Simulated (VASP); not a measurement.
Wanted: the native input for a VASP 6.6.1 run.

```
Task                   : single point
Functional             : PBE
Potentials or basis    : VASP PAW PBE potentials, release 64 (Hf_pv, C)
Cutoff                 : 520 eV
k mesh                 : 18 × 18 × 10
Occupations            : gaussian, width 0.1 eV
Spin                   : no spin polarisation
Dipole correction      : no
Further INCAR settings : ALGO = Normal; EDIFF = 1e-07; NBANDS = 22
```

The structure of HfC lies in POSCAR:

```
HfC
1.0
    3.3260318331      0.0000000000      0.0000000000
   -1.6630159165      2.8804280613      0.0000000000
    0.0000000000      0.0000000000      5.2407654892
Hf C
2 2
Direct
    0.6666666667      0.3333333333      0.7500000000
    0.3333333333      0.6666666667      0.2500000000
    0.0000000000      0.0000000000      0.0000000000
    0.0000000000      0.0000000000      0.5000000000
```

These files were run (other wordings do the same):

INCAR

```
SYSTEM = HfC
PREC = Accurate
ENCUT = 520
EDIFF = 1E-7
ISMEAR = 0
SIGMA = 0.1
LREAL = .FALSE.
LASPH = .TRUE.
NELM = 60
ALGO = Normal
ISIF = 2
LWAVE = .FALSE.
LCHARG = .FALSE.
GGA = PE
NBANDS = 22
```

KPOINTS

```
regular mesh
0
G
  18 18 10
  0 0 0
```

Potentials or basis: VASP PAW PBE potentials, release 64 (Hf_pv, C).

The run is started by

```console
$ cat potpaw_PBE.64/Hf_pv/POTCAR potpaw_PBE.64/C/POTCAR > POTCAR
$ mpirun -np 1 vasp_std > vasp.out
```

Results of the run:

```json
{
  "Pressure": "-0.7 GPa",
  "Band gap on the k mesh": "zero (bands 14 and 15 overlap by 1.28 eV)"
}
```

Caveat: spin-orbit coupling is left out, which moves the levels of the heavy elements.

Wall time 2.1 min on 1 thread of AMD EPYC 9R45 96-Core Processor (Zen 5) (shared host), peak memory 0.31 GiB.
